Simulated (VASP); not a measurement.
A run of VASP 6.6.1 is set up as follows.

The input INCAR:

```
SYSTEM = ZnS
PREC = Accurate ; ENCUT = 520
EDIFF = 1E-6 ; ISMEAR = 0
SIGMA = 0.05 ; LREAL = .False.
LASPH = .True. ; NELM = 100
ALGO = Normal ; ISIF = 2
LWAVE = .False. ; LCHARG = .False.
GGA = PE ; NBANDS = 46
```

The input KPOINTS:

```
regular mesh
0
Gamma
  12 12 2
  0 0 0
```

The input POSCAR:

```
ZnS
1.0
    3.8467234434      0.0000000000      0.0000000000
   -1.9233617217      3.3313602233      0.0000000000
    0.0000000000      0.0000000000     12.7790783993
Zn S
4 4
Direct
    0.0000000000      0.0000000000      0.0000503469
    0.0000000000      0.0000000000      0.5000503469
    0.3333333333      0.6666666667      0.2500245137
    0.6666666667      0.3333333333      0.7500245137
    0.0000000000      0.0000000000      0.1872896978
    0.0000000000      0.0000000000      0.6872896978
    0.3333333333      0.6666666667      0.4376354415
    0.6666666667      0.3333333333      0.9376354415
```

Potentials or basis: VASP PAW PBE potentials, release 64 (Zn, S).

Launch:

```sh
$ cat potpaw_PBE.64/Zn/POTCAR potpaw_PBE.64/S/POTCAR > POTCAR
$ mpirun -np 1 vasp_std > vasp.out
```

Predict the pressure.

-0.8 GPa.

Predict the band gap on the k mesh.

1.96 eV, direct.

Predict the largest force.

0.074 eV/Å.

Stress tensor (GPa, compression positive):
```
-0.23  0.00  0.00
 0.00 -0.23  0.00
 0.00  0.00 -2.04
```

Caveat: the cell differs from its parent crystal (strain +0.000 along x and y, +0.015 along z). A k mesh can miss the band edges.
